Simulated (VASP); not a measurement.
Set up this calculation in VASP 6.6.1, as the native input.

- Task: single point
- Functional: PBE
- Potentials or basis: VASP PAW PBE potentials, release 64 (Ti_sv, C)
- Cutoff: 520 eV
- k mesh: 14 × 14 × 14
- Occupations: gaussian, width 0.1 eV
- Spin: no spin polarisation
- Dipole correction: no
- Further INCAR settings: ALGO = Normal; EDIFF = 1e-06; NBANDS = 15

The structure of TiC lies in POSCAR:

```
TiC
1.0
    0.0066867600      2.1804896800      2.1838438800
    2.1940146800      0.0110796800      2.1794509600
    2.2057652000      2.1878472800     -0.0006708400
Ti C
1 1
Direct
   -0.0061598891      0.0006146026      0.0110951941
    0.5061598891      0.4993853974      0.4889048059
```

This cell differs from its parent crystal: atoms moved at random and the cell strained at random.

These files were run (other wordings do the same):

INCAR

```
ALGO     = Normal         # electronic algorithm
EDIFF    = 1E-6           # SCF threshold, eV
ENCUT    = 520            # plane-wave cutoff, eV
GGA      = PE             # functional
ISIF     = 2              # what is computed and relaxed
ISMEAR   = 0              # smearing method
LASPH    = True           # aspherical terms in the spheres
LCHARG   = False          # write CHGCAR
LREAL    = False          # projectors in reciprocal space
LWAVE    = False          # write WAVECAR
NBANDS   = 15             # bands
NELM     = 100            # most SCF steps
PREC     = Accurate       # precision mode
SIGMA    = 0.1            # smearing width, eV
```

KPOINTS

```
k-points
0
Gamma
  14 14 14
```

Potentials or basis: VASP PAW PBE potentials, release 64 (Ti_sv, C).

Run with:

```bash
$ cat potpaw_PBE.64/Ti_sv/POTCAR potpaw_PBE.64/C/POTCAR > POTCAR
$ mpirun -np 1 vasp_std > vasp.out
```

It gave:

```json
{
  "Pressure": "-5.7 GPa",
  "Largest force": "0.488 eV/Å",
  "Band gap on the k mesh": "zero (bands 8 and 9 overlap by 0.98 eV)"
}
```

Caveat: the cell differs from its parent crystal (atoms moved at random and the cell strained at random); the cell stands under tension.

Run time: 2.6 min on 1 thread of Intel(R) Xeon(R) 6975P-C (Granite Rapids) (shared host), peak memory 0.52 GiB.
